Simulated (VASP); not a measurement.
Wanted: the native input for a VASP 6.6.1 run.

| Item | Value |
| --- | --- |
| Task | single point |
| Functional | PBE |
| Potentials or basis | VASP PAW PBE potentials, release 64 (Pt) |
| Cutoff | 520 eV |
| k mesh | 12 × 9 × 24 |
| Occupations | gaussian, width 0.1 eV |
| Spin | no spin polarisation |
| Dipole correction | no |
| Further INCAR settings | ALGO = Fast; EDIFF = 1e-07; NBANDS = 11; ISYM = 0 |

The structure of Pt lies in POSCAR:

```
Pt
1.0
    2.8072945020      0.0000000000      0.0000000000
    0.0000000000      3.9701139583      0.0000000000
    1.4036472510      1.9850569791      1.4036472510
Pt
1
Direct
    0.0000000000      0.0000000000      0.0000000000
```

The input as run:

INCAR

```
PREC = Accurate ; ENCUT = 520
EDIFF = 1E-7 ; ISMEAR = 0
SIGMA = 0.1 ; LREAL = F
LASPH = T ; NELM = 100
ALGO = Fast ; ISIF = 2
LWAVE = F ; LCHARG = F
GGA = PE ; NBANDS = 11
ISYM = 0
```

KPOINTS

```
Automatic mesh
0
Gamma
  12 9 24
```

Potentials or basis: VASP PAW PBE potentials, release 64 (Pt).

Launch:

```bash
$ cat potpaw_PBE.64/Pt/POTCAR > POTCAR
$ mpirun -np 1 vasp_std > vasp.out
```

Results of the run:

```json
{"Pressure": "-0.5 GPa", "Band gap on the k mesh": "zero (band 5 reaches 11.03 eV, above the bottom of band 6 at 8.95 eV)"}
```

Caveat: spin-orbit coupling is left out, which moves the levels of the heavy elements.

Run time: 7.1 min on 1 thread of AMD EPYC 7R43 64-Core Processor (Zen 3), with other jobs on the host, peak memory 0.31 GiB.
